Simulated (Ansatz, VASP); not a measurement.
## One calculation of Sn, two programs

```
Sn
1.0
     5.04724    0.00000    0.00000
    -2.52362    4.37104    0.00000
     0.00000    0.00000    5.86930
Sn
4
Direct
  0.00000 0.00000 0.25000
  0.00000 0.00000 0.75000
  0.33333 0.66667 0.75000
  0.66667 0.33333 0.25000
```

Alike in both runs: functional PBEsol; k mesh 6 × 6 × 4; occupations gaussian, width 0.1 eV; no spin polarisation.

Ansatz relaxed the structure, and its values are those at the end. VASP's run is a single point on that final structure, the one shown.

```csv
,VASP,Ansatz
version,VASP 6.6.1,Ansatz 0.2.0
potentials or method,"VASP PAW PBE potentials, release 64 (Sn_d), cutoff 520 eV","scalar-relativistic, plane waves, PAW"
valence electrons in the cell,56,56
```

|  | VASP | Ansatz | Ansatz less VASP |
| --- | --- | --- | --- |
| gap on the k mesh at the Fermi level (eV) | none | none | - |
| pressure (GPa) | -0.2 | -0.2 | +0.06 |

VASP's potentials were made for PBE, not for PBEsol. A gap of «none» marks a metal or a gap that the smearing closes.
